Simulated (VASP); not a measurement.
# Y (R-3m) in VASP: a series of runs, part 2 of 2

VASP 6.6.1. The steps go on from the part before.

## (4) Electric field gradients, LDA (equal xy, yz and zx shear strains of +2 %)

The input, INCAR:

```
PREC     = Accurate       # precision mode
ENCUT    = 520            # plane-wave cutoff, eV
EDIFF    = 1E-8           # SCF threshold, eV
ISMEAR   = -1             # smearing method
SIGMA    = 0.05           # smearing width, eV
LREAL    = False          # projectors in reciprocal space
LASPH    = True           # aspherical terms in the spheres
NELM     = 80             # most SCF steps
ALGO     = Normal         # electronic algorithm
ISIF     = 2              # what is computed and relaxed
LWAVE    = False          # write WAVECAR
LCHARG   = False          # write CHGCAR
LEFG     = True         
NBANDS   = 12             # bands
```

The input, KPOINTS:

```
Automatic mesh
0
Gamma
  13 13 13
```

The input, POSCAR:

```
Y
1.0
    0.0497000000      2.5098500000      2.5098500000
    2.5098500000      0.0497000000      2.5098500000
    2.5098500000      2.5098500000      0.0497000000
Y
1
Direct
    0.0000000000      0.0000000000      0.0000000000
```

Potentials or basis: VASP PAW LDA potentials, release 64 (Y_sv).

Launch:

```
> cat potpaw_LDA.64/Y_sv/POTCAR > POTCAR
> mpirun -np 1 vasp_std > vasp.out
```

OUTCAR:

```text
PREC = Accurate
   ENCUT = 520
   EDIFF = 1E-8
   ISMEAR = -1
   LREAL = False
   LASPH = True
   NELM = 80
   ISIF = 2

 ion  position               nearest neighbor table
   1  0.000  0.000  0.000-

  LATTYP: Found a trigonal (rhomboedric) cell.
 ALAT       =     3.5498118450
 COS(alpha) =     0.5197000882

  Lattice vectors:

 A1 = (   0.0497000000,   2.5098500000,   2.5098500000)
[... 565 lines left out ...]
 -----------------------------------------------------------------------------------
    total drift:                               -0.000000     -0.000000      0.000000

  FREE ENERGIE OF THE ION-ELECTRON SYSTEM (eV)
  ---------------------------------------------------
  free  energy   TOTEN  =        -6.9338378857 eV

  energy  without entropy=       -6.9220167205  energy(sigma->0) =       -6.92792730

 Electric field gradients (V/A^2)
---------------------------------------------------------------------
 ion       V_xx      V_yy      V_zz      V_xy      V_xz      V_yz
---------------------------------------------------------------------
   1       0.000    -0.000    -0.000    -6.746    -6.746    -6.746
---------------------------------------------------------------------

 Electric field gradients after diagonalization (V/A^2)
 (convention: |V_zz| > |V_xx| > |V_yy|)
----------------------------------------------------------------------
 ion       V_xx      V_yy      V_zz     asymmetry (V_yy - V_xx)/ V_zz
----------------------------------------------------------------------
   1       6.746     6.746   -13.492       0.000
----------------------------------------------------------------------

           NMR quadrupolar parameters

 Cq : quadrupolar parameter    Cq=e*Q*V_zz/h
 eta: asymmetry parameters     (V_yy - V_xx)/ V_zz
 Q  : nuclear electric quadrupole moment in mb (millibarn)
----------------------------------------------------------------------
 ion       Cq(MHz)       eta       Q (mb)
----------------------------------------------------------------------
   1      -0.033       0.000       1.000
----------------------------------------------------------------------
```

OSZICAR:

```text
N       E                     dE             d eps       ncg     rms          rms(c)
DAV:   1     0.249303144131E+02    0.24930E+02   -0.55358E+03  5568   0.832E+02
DAV:   2    -0.581561477665E+01   -0.30746E+02   -0.29867E+02  6656   0.167E+02
DAV:   3    -0.708710067274E+01   -0.12715E+01   -0.12527E+01  7736   0.220E+01
DAV:   4    -0.711992778579E+01   -0.32827E-01   -0.32788E-01  6196   0.344E+00
DAV:   5    -0.712059778343E+01   -0.67000E-03   -0.66997E-03  7272   0.382E-01    0.230E+01
DAV:   6    -0.696513199454E+01    0.15547E+00   -0.18672E-01  6084   0.279E+00    0.140E+01
DAV:   7    -0.693780383337E+01    0.27328E-01   -0.24971E-01  6776   0.319E+00    0.111E+00
DAV:   8    -0.693387818063E+01    0.39257E-02   -0.28550E-02  6356   0.132E+00    0.169E-01
DAV:   9    -0.693384441078E+01    0.33770E-04   -0.81576E-04  6844   0.227E-01    0.565E-02
DAV:  10    -0.693383784309E+01    0.65677E-05   -0.55492E-05  6272   0.632E-02    0.193E-02
DAV:  11    -0.693383786355E+01   -0.20465E-07   -0.73147E-06  6468   0.239E-02    0.128E-02
DAV:  12    -0.693383788512E+01   -0.21564E-07   -0.78265E-07  6284   0.802E-03    0.309E-03
DAV:  13    -0.693383788574E+01   -0.62937E-09   -0.53111E-08  7176   0.186E-03
   1 F= -.69338379E+01 E0= -.69279273E+01  d E =-.118212E-01
```

stdout:

```text
POSCAR found type information on POSCAR Y
 POSCAR found :  1 types and       1 ions
 scaLAPACK will be used
 LDA part: xc-table for (Slater(with rela. corr.)+CA(PZ))
 , standard interpolation
 POSCAR, INCAR and KPOINTS ok, starting setup
 FFT: planning ... GRIDC
 FFT: planning ... GRID_SOFT
 FFT: planning ... GRID
 WAVECAR not read
 entering main loop
ion   1
```

Run time: 38 s. Hardware: 1 thread of AMD EPYC 9R45 (Zen 5), shared host; peak memory 0.2 GiB.

What came out:

```
Free energy                             : -6.9338 eV
Pressure                                : -1.8 GPa
Band gap on the k mesh                  : zero (an odd number of electrons rules out a gap without spin polarisation)
Largest electric field gradient by atom : Y -13.5 V/Å²
```

Levels at points of the mesh, in eV from the Fermi level:
```csv
k point,band 3,band 4,band 5,band 6,band 7,band 8
"(0.00, 0.00, 0.00)",-22.06,-22.06,-4.82,1.56,1.90,1.90
```

Electric field gradients, principal values (V/Å²):
```
atom  least  middle  greatest (by size)
 1 Y  6.746   6.746             -13.492
```

Caveat: the cell differs from its parent crystal (equal xy, yz and zx shear strains of +2 %); without QUAD_EFG the Cq values of the log hold for a quadrupole moment of 1 mb, not for the nuclei.

## (5) Electric field gradients, LDA (equal xy, yz and zx shear strains of +2 %)

The input, INCAR:

```
SYSTEM = Y
PREC     = Accurate       ! precision mode
ENCUT    = 520            ! plane-wave cutoff, eV
EDIFF    = 1E-8           ! SCF threshold, eV
ISMEAR   = -1             ! smearing method
SIGMA    = 0.05           ! smearing width, eV
LREAL    = .FALSE.        ! projectors in reciprocal space
LASPH    = .TRUE.         ! aspherical terms in the spheres
NELM     = 80             ! most SCF steps
ALGO     = Normal         ! electronic algorithm
ISIF     = 2              ! what is computed and relaxed
LWAVE    = .FALSE.        ! write WAVECAR
LCHARG   = .FALSE.        ! write CHGCAR
GGA      = CA             ! functional
LEFG     = .TRUE.       
NBANDS   = 12             ! bands
```

The input, KPOINTS:

```
Automatic mesh
0
G
  13 13 13
  0 0 0
```

POSCAR is that of step 4.

Potentials or basis: VASP PAW LDA potentials, release 64 (Y_sv).

Launch:

```
> cat potpaw_LDA.64/Y_sv/POTCAR > POTCAR
> mpirun -np 1 vasp_std > vasp.out
```

OUTCAR:

```text
SYSTEM = Y
   PREC = Accurate
   ENCUT = 520
   EDIFF = 1E-8
   ISMEAR = -1
   LREAL = .FALSE.
   LASPH = .TRUE.
   NELM = 80
   ISIF = 2
   GGA = CA

 ion  position               nearest neighbor table
   1  0.000  0.000  0.000-

  LATTYP: Found a trigonal (rhomboedric) cell.
 ALAT       =     3.5498118450
 COS(alpha) =     0.5197000882

  Lattice vectors:

 A1 = (   0.0497000000,   2.5098500000,   2.5098500000)
[... 566 lines left out ...]
    total drift:                               -0.000000     -0.000000      0.000000

  FREE ENERGIE OF THE ION-ELECTRON SYSTEM (eV)
  ---------------------------------------------------
  free  energy   TOTEN  =        -6.9338378857 eV

  energy  without entropy=       -6.9220167205  energy(sigma->0) =       -6.92792730

 Electric field gradients (V/A^2)
---------------------------------------------------------------------
 ion       V_xx      V_yy      V_zz      V_xy      V_xz      V_yz
---------------------------------------------------------------------
   1       0.000    -0.000    -0.000    -6.746    -6.746    -6.746
---------------------------------------------------------------------

 Electric field gradients after diagonalization (V/A^2)
 (convention: |V_zz| > |V_xx| > |V_yy|)
----------------------------------------------------------------------
 ion       V_xx      V_yy      V_zz     asymmetry (V_yy - V_xx)/ V_zz
----------------------------------------------------------------------
   1       6.746     6.746   -13.492       0.000
----------------------------------------------------------------------

           NMR quadrupolar parameters

 Cq : quadrupolar parameter    Cq=e*Q*V_zz/h
 eta: asymmetry parameters     (V_yy - V_xx)/ V_zz
 Q  : nuclear electric quadrupole moment in mb (millibarn)
----------------------------------------------------------------------
 ion       Cq(MHz)       eta       Q (mb)
----------------------------------------------------------------------
   1      -0.033       0.000       1.000
----------------------------------------------------------------------
```

OSZICAR:

```text
N       E                     dE             d eps       ncg     rms          rms(c)
DAV:   1     0.249303144131E+02    0.24930E+02   -0.55358E+03  5568   0.832E+02
DAV:   2    -0.581561477665E+01   -0.30746E+02   -0.29867E+02  6656   0.167E+02
DAV:   3    -0.708710067274E+01   -0.12715E+01   -0.12527E+01  7736   0.220E+01
DAV:   4    -0.711992778579E+01   -0.32827E-01   -0.32788E-01  6196   0.344E+00
DAV:   5    -0.712059778343E+01   -0.67000E-03   -0.66997E-03  7272   0.382E-01    0.230E+01
DAV:   6    -0.696513199454E+01    0.15547E+00   -0.18672E-01  6084   0.279E+00    0.140E+01
DAV:   7    -0.693780383337E+01    0.27328E-01   -0.24971E-01  6776   0.319E+00    0.111E+00
DAV:   8    -0.693387818063E+01    0.39257E-02   -0.28550E-02  6356   0.132E+00    0.169E-01
DAV:   9    -0.693384441078E+01    0.33770E-04   -0.81576E-04  6844   0.227E-01    0.565E-02
DAV:  10    -0.693383784309E+01    0.65677E-05   -0.55492E-05  6272   0.632E-02    0.193E-02
DAV:  11    -0.693383786355E+01   -0.20465E-07   -0.73147E-06  6468   0.239E-02    0.128E-02
DAV:  12    -0.693383788512E+01   -0.21564E-07   -0.78265E-07  6284   0.802E-03    0.309E-03
DAV:  13    -0.693383788574E+01   -0.62937E-09   -0.53111E-08  7176   0.186E-03
   1 F= -.69338379E+01 E0= -.69279273E+01  d E =-.118212E-01
```

stdout:

```text
POSCAR found type information on POSCAR Y
 POSCAR found :  1 types and       1 ions
 scaLAPACK will be used
 LDA part: xc-table for (Slater(with rela. corr.)+CA(PZ))
 , standard interpolation
 POSCAR, INCAR and KPOINTS ok, starting setup
 FFT: planning ... GRIDC
 FFT: planning ... GRID_SOFT
 FFT: planning ... GRID
 WAVECAR not read
 entering main loop
ion   1
```

It took 38 s on 1 thread of AMD EPYC 9R45 (Zen 5), shared host; peak memory 0.2 GiB.

Results:

```
Free energy                             : -6.9338 eV
Pressure                                : -1.8 GPa
Band gap on the k mesh                  : zero (an odd number of electrons rules out a gap without spin polarisation)
Largest electric field gradient by atom : Y -13.5 V/Å²
```

Stress tensor (GPa, compression positive):
```
-1.83 -0.68 -0.68
-0.68 -1.83 -0.68
-0.68 -0.68 -1.83
```

Electric field gradients, principal values (V/Å²):
```tsv
atom	least	middle	greatest (by size)
1 Y	6.746	6.746	-13.492
```

Caveat: the cell differs from its parent crystal (equal xy, yz and zx shear strains of +2 %); without QUAD_EFG the Cq values of the log hold for a quadrupole moment of 1 mb, not for the nuclei.
